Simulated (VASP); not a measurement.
# LiGaFe (P4/nmm) in VASP: single point with PBE

Aim: the single point of LiGaFe with PBE.

Program: VASP 6.6.1. These are calculated values, not measurements. Logs are shortened: lines on timing, memory, paths and dates and some standing lists are left out, and cuts for length are marked.

## Step 1: The cell of the first run

Symmetry: P4/nmm, No. 129, tetragonal system. The conventional cell has a = 3.660 Å, b = 3.660 Å, c = 6.154 Å, α = 90.00°, β = 90.00°, γ = 90.00°. Within 3.1 Å of Fe (site symmetry -4m2) lie 4 Li at 2.35 Å and 4 Ga at 2.35 Å and 4 Fe at 2.59 Å. Within 3.1 Å of Li (site symmetry 4mm) lie 4 Fe at 2.35 Å and 5 Ga at 2.59 to 2.95 Å. Within 3.1 Å of Ga (site symmetry 4mm) lie 4 Fe at 2.35 Å and 5 Li at 2.59 to 2.95 Å.

## Step 2: Single point, PBE

The input, INCAR:

```
ALGO = Normal ; EDIFF = 1E-7
ENCUT = 520 ; GGA = PE
ISIF = 2 ; ISMEAR = -1
LASPH = T ; LCHARG = T
LELF = T ; LREAL = F
LVHAR = T ; LWAVE = F
NBANDS = 33 ; NELM = 80
PREC = Accurate ; SIGMA = 0.026
```

The input, KPOINTS:

```
k-points
0
Gamma
  9 9 6
```

The input, POSCAR:

```
LiGaFe
1.0
    3.6602800000      0.0000000000      0.0000000000
    0.0000000000      3.6602800000      0.0000000000
    0.0000000000      0.0000000000      6.1544270000
Fe Li Ga
2 2 2
Direct
    0.0000000000      0.0000000000      0.0000000000
    0.5000000000      0.5000000000      0.0000000000
    0.5000000000      0.0000000000      0.7600000000
    0.0000000000      0.5000000000      0.2400000000
    0.5000000000      0.0000000000      0.2400000000
    0.0000000000      0.5000000000      0.7600000000
```

Potentials or basis: VASP PAW PBE potentials, release 64 (Fe, Li_sv, Ga_d).

Launch:

```bash
cat potpaw_PBE.64/Fe/POTCAR potpaw_PBE.64/Li_sv/POTCAR potpaw_PBE.64/Ga_d/POTCAR > POTCAR
mpirun -np 1 vasp_std > vasp.out
```

OUTCAR:

```text
EDIFF = 1E-7
   ENCUT = 520
   GGA = PE
   ISIF = 2
   ISMEAR = -1
   LASPH = T
   LREAL = F
   NELM = 80
   PREC = Accurate

 ion  position               nearest neighbor table
   1  0.000  0.000  0.000-   3 2.35   4 2.35   5 2.35   6 2.35   4 2.35   6 2.35   3 2.35   5 2.35
                             2 2.59   2 2.59   2 2.59   2 2.59
   2  0.500  0.500  0.000-   3 2.35   4 2.35   5 2.35   6 2.35   3 2.35   5 2.35   4 2.35   6 2.35
                             1 2.59   1 2.59   1 2.59   1 2.59
   3  0.500  0.000  0.760-   1 2.35   2 2.35   2 2.35   1 2.35   6 2.59   6 2.59   6 2.59   6 2.59

   4  0.000  0.500  0.240-   1 2.35   2 2.35   1 2.35   2 2.35   5 2.59   5 2.59   5 2.59   5 2.59

   5  0.500  0.000  0.240-   1 2.35   2 2.35   2 2.35   1 2.35   4 2.59   4 2.59   4 2.59   4 2.59

   6  0.000  0.500  0.760-   1 2.35   2 2.35   1 2.35   2 2.35   3 2.59   3 2.59   3 2.59   3 2.59

  LATTYP: Found a simple tetragonal cell.
 ALAT       =     3.6602800000
 C/A-ratio  =     1.6814087993

  Lattice vectors:

 A1 = (   3.6602800000,   0.0000000000,   0.0000000000)
 A2 = (   0.0000000000,   3.6602800000,   0.0000000000)
 A3 = (   0.0000000000,   0.0000000000,   6.1544270000)

Analysis of symmetry for initial positions (statically):
=====================================================================
 Subroutine PRICEL returns:
 Original cell was already a primitive cell.

 Routine SETGRP: Setting up the symmetry group for a
 simple tetragonal supercell.

 Subroutine GETGRP returns: Found 16 space group operations
 (whereof  8 operations were pure point group operations)
 out of a pool of 16 trial point group operations.

The static configuration has the point symmetry D_2d.
 The point group associated with its full space group is D_4h.

Analysis of symmetry for dynamics (positions and initial velocities):
=====================================================================
 Subroutine PRICEL returns:
 Original cell was already a primitive cell.

 Routine SETGRP: Setting up the symmetry group for a
 simple tetragonal supercell.

 Subroutine GETGRP returns: Found 16 space group operations
 (whereof  8 operations were pure point group operations)
 out of a pool of 16 trial point group operations.

The dynamic configuration has the point symmetry D_2d.
 The point group associated with its full space group is D_4h.

 Subroutine INISYM returns: Found 16 space group operations
 (whereof  8 operations are pure point group operations),
 and found     1 'primitive' translations

----------------------------------------------------------------------------------------

                                     Primitive cell

  volume of cell :      82.4549

  direct lattice vectors                    reciprocal lattice vectors
     3.660280000  0.000000000  0.000000000     0.273203143  0.000000000  0.000000000
     0.000000000  3.660280000  0.000000000     0.000000000  0.273203143  0.000000000
     0.000000000  0.000000000  6.154427000     0.000000000  0.000000000  0.162484663

  length of vectors
     3.660280000  3.660280000  6.154427000     0.273203143  0.273203143  0.162484663

  position of ions in fractional coordinates (direct lattice)
     0.000000000  0.000000000  0.000000000
     0.500000000  0.500000000  0.000000000
     0.500000000  0.000000000  0.760000000
     0.000000000  0.500000000  0.240000000
     0.500000000  0.000000000  0.240000000
     0.000000000  0.500000000  0.760000000

  ion indices of the primitive-cell ions
   primitive index   ion index
                 1           1
                 2           2
                 3           3
                 4           4
                 5           5
                 6           6

----------------------------------------------------------------------------------------

 KPOINTS: k-points

Automatic generation of k-mesh.
 Grid dimensions read from file:
 generate k-points for:    9    9    6

 Generating k-lattice:

  Cartesian coordinates                     Fractional coordinates (reciprocal lattice)
     0.030355905  0.000000000  0.000000000     0.111111111  0.000000000  0.000000000
     0.000000000  0.030355905  0.000000000     0.000000000  0.111111111  0.000000000
     0.000000000  0.000000000  0.027080777     0.000000000  0.000000000  0.166666667

  Length of vectors
     0.030355905  0.030355905  0.027080777

  Shift w.r.t. Gamma in fractional coordinates (k-lattice)
     0.000000000  0.000000000  0.000000000

 Subroutine IBZKPT returns following result:
 ===========================================

 Found     60 irreducible k-points:

 Following reciprocal coordinates:
            Coordinates               Weight
  0.000000  0.000000  0.000000      1.000000
  0.111111  0.000000  0.000000      4.000000
  0.222222  0.000000  0.000000      4.000000
  0.333333  0.000000  0.000000      4.000000
  0.444444  0.000000  0.000000      4.000000
  0.111111  0.111111  0.000000      4.000000
[... 16 lines left out ...]
  0.333333  0.111111  0.166667     16.000000
  0.444444  0.111111  0.166667     16.000000
 [... further k-points ...]
   k-points           NKPTS =     60   k-points in BZ     NKDIM =     60   number of bands    NBANDS=     33
   number of dos      NEDOS =    301   number of ions     NIONS =      6
   total plane-waves  NPLWV =  37632
   dimension x,y,z NGX =    28 NGY =   28 NGZ =   48
   dimension x,y,z NGXF=    56 NGYF=   56 NGZF=   96
   ions per type =               2   2   2
   NGX,Y,Z   is equivalent  to a cutoff of  12.72, 12.72, 12.97 a.u.
   NGXF,Y,Z  is equivalent  to a cutoff of  25.43, 25.43, 25.93 a.u.
 SYSTEM =  unknown system
   PREC   = accura    normal or accurate (medium, high low for compatibility)
   ISTART =      0    job   : 0-new  1-cont  2-samecut
   ICHARG =      2    charge: 1-file 2-atom 10-const
   ISPIN  =      1    spin polarized calculation?
   LNONCOLLINEAR =      F non collinear calculations
   LSORBIT =      F    spin-orbit coupling
   LASPH  =      T    aspherical Exc in radial PAW
   ENCUT  =  520.0 eV  38.22 Ry    6.18 a.u.   6.81  6.81 11.44*2*pi/ulx,y,z
   NELM   =     80;   NELMIN=  2; NELMDL= -5     # of ELM steps
   EDIFF  = 0.1E-06   stopping-criterion for ELM
   LREAL  =      F    real-space projection
   EDIFFG = 0.1E-05   stopping-criterion for IOM
   NSW    =      0    number of steps for IOM
   IBRION =     -1    ionic relax: 0-MD 1-quasi-New 2-CG
   NFREE  =      0    steps in history (QN), initial steepest desc. (CG)
   ISIF   =      2    stress and relaxation
   ISYM   =      2    0-nonsym 1-usesym 2-fastsym
   POTIM  = 0.5000    time-step for ionic-motion
   TEBEG  =    0.0;   TEEND  =   0.0 temperature during run
   PSTRESS=    0.0 pullay stress
   NELECT =      48.0000    total number of electrons
   NUPDOWN=      -1.0000    fix difference up-down
   EMIN   =  10.00;   EMAX   =-10.00  energy-range for DOS
   EFERMI =   0.00;   METHOD = LEGACY
   ISMEAR =    -1;   SIGMA  =   0.03  broadening in eV -4-tet -1-fermi 0-gaus
   EFERMI_NEDOS =   21; number of points for ismear=-14 and -15
   IALGO  =     38    algorithm
   IMIX   =      4    mixing-type and parameters
     AMIX     =   0.40;   BMIX     =  1.00
     AMIX_MAG =   1.60;   BMIX_MAG =  1.00
  volume/ion in A,a.u.               =      13.74        92.74
  Fermi-wavevector in a.u.,A,eV,Ry     =   1.366941  2.583144 25.422870  1.868528
  Thomas-Fermi vector in A             =   2.493037
   LORBIT       =      0    0 simple, 1 ext, 2 COOP (PROOUT), +10 PAW based schemes
   GGA     = PE    functional components
   LHFCALC =     F    Hartree Fock is set to
   AEXX    =    0.0000 exact exchange contribution
   IVDW    =     0    specifies the selected vdW correction
   LEPSILON=     F    determine dielectric tensor
   LRPA    =     F    only Hartree local field effects (RPA)
 non-spin polarized calculation
  energy-cutoff  :      520.00
  volume of cell :       82.45
 maximum number of plane-waves:      2240
 NGX is ok and might be reduce to    28
   NGX = 13   NGY = 13   NGZ = 23

 number of electron      47.9999967 magnetization

 Free energy of the ion-electron system (eV)
  ---------------------------------------------------
  ext. energy  EPLUGINS =         0.00000000
  ---------------------------------------------------
  free energy    TOTEN  =       -24.37602781 eV

  energy without entropy =      -24.35598535  energy(sigma->0) =      -24.36600658

 E-fermi :   4.4182     XC(G=0): -10.6991

 val. band max:        4.4159399857   @ k =   0.3333   0.1111   0.3333
 cond. band min:       4.4183203913   @ k =   0.2222   0.0000   0.0000
 fundamental gap:      0.0023804056
 Fermi energy:         4.4182081469

 k-point     1 :       0.0000    0.0000    0.0000
  band No.  band energies     occupation
      1     -40.7778      2.00000
      2     -40.7758      2.00000
      3     -10.0273      2.00000
      4     -10.0248      2.00000
      5     -10.0208      2.00000
      6     -10.0208      2.00000
[... 25 lines left out ...]
     32      11.7647      0.00000
     33      11.8335      0.00000

 k-point     2 :       0.1111    0.0000    0.0000
  band No.  band energies     occupation
      1     -40.7776      2.00000
      2     -40.7758      2.00000
      3     -10.0267      2.00000
      4     -10.0215      2.00000
      5     -10.0205      2.00000
      6     -10.0196      2.00000
[... 25 lines left out ...]
     32      11.5107      0.00000
     33      12.5466      0.00000
[... 754 lines left out ...]
     32      11.9786      0.00000
     33      12.6065      0.00000

 k-point    24 :       0.4444    0.1111    0.1667
  band No.  band energies     occupation
      1     -40.7758      2.00000
      2     -40.7755      2.00000
      3     -10.0364      2.00000
      4     -10.0353      2.00000
      5     -10.0160      2.00000
      6     -10.0144      2.00000
[... 25 lines left out ...]
     32      11.7594      0.00000
     33      12.6926      0.00000

 [... further k-points ...]

------------------------ aborting loop because EDIFF is reached ----------------------------------------

  FORCE on cell =-STRESS in cart. coord.  units (eV):
  Direction    XX          YY          ZZ          XY          YZ          ZX
  --------------------------------------------------------------------------------------
  -------------------------------------------------------------------------------------
  Total        6.5491103      6.5491103      7.1653407      0.0000000      0.0000000     -0.0000000
  in kB      127.2555252    127.2555252    139.2294748      0.0000000      0.0000000     -0.0000000
  external PRESSURE =     131.2468417 kB  Pullay stress =       0.0000000 kB

 VOLUME and BASIS-vectors are now :
 -----------------------------------------------------------------------------
  energy-cutoff  :      520.00
  volume of cell :       82.45
      direct lattice vectors                 reciprocal lattice vectors
     3.660280000  0.000000000  0.000000000     0.273203143  0.000000000  0.000000000
     0.000000000  3.660280000  0.000000000     0.000000000  0.273203143  0.000000000
     0.000000000  0.000000000  6.154427000     0.000000000  0.000000000  0.162484663

 POSITION                                       TOTAL-FORCE (eV/Angst)
 -----------------------------------------------------------------------------------
      0.00000      0.00000      0.00000         0.000000     -0.000000     -0.000000
      1.83014      1.83014      0.00000        -0.000000      0.000000     -0.000000
      1.83014      0.00000      4.67736         0.000000      0.000000     -1.802439
      0.00000      1.83014      1.47706         0.000000      0.000000      1.802439
      1.83014      0.00000      1.47706         0.000000      0.000000      0.999443
      0.00000      1.83014      4.67736        -0.000000      0.000000     -0.999443
 -----------------------------------------------------------------------------------
    total drift:                                0.000000      0.000000      0.000000

  FREE ENERGIE OF THE ION-ELECTRON SYSTEM (eV)
  ---------------------------------------------------
  free  energy   TOTEN  =       -24.3760278135 eV

  energy  without entropy=      -24.3559853533  energy(sigma->0) =      -24.36600658
```

It took 3.3 min on 1 thread of Intel Xeon Platinum 8259CL at 2.50GHz (Skylake/Cascade Lake), shared host; peak memory 0.28 GiB.

What came out:

| Property | Result |
| --- | --- |
| Free energy | -24.3760 eV |
| Largest force | 1.802 eV/Å |
| Band gap on the k mesh | zero (band 24 reaches 5.12 eV, above the bottom of band 25 at 4.03 eV) |

Forces in eV/Å, atoms in the order of the input:
```
Fe   0.000  0.000  0.000
Fe   0.000  0.000  0.000
Li   0.000  0.000 -1.802
Li   0.000  0.000  1.802
Ga   0.000  0.000  0.999
Ga   0.000  0.000 -0.999
```

Levels at points of the mesh, in eV from the Fermi level:
```csv
k point,band 21,band 22,band 23,band 24,band 25,band 26,band 27,band 28
"(0.00, 0.00, 0.00)",-0.36,-0.21,-0.21,0.61,0.83,0.83,1.37,4.87
"(0.00, 0.00, 0.50)",-0.18,-0.18,0.61,0.70,1.15,1.15,1.37,1.89
```

Caveat: the cutoff is under 1.25 times the usual one of these potentials, so pressure, stress and relaxed cells hold a basis-set (Pulay) error; forces of over 1 eV/Å act on the atoms, so gaps and moduli don't describe the material at rest.
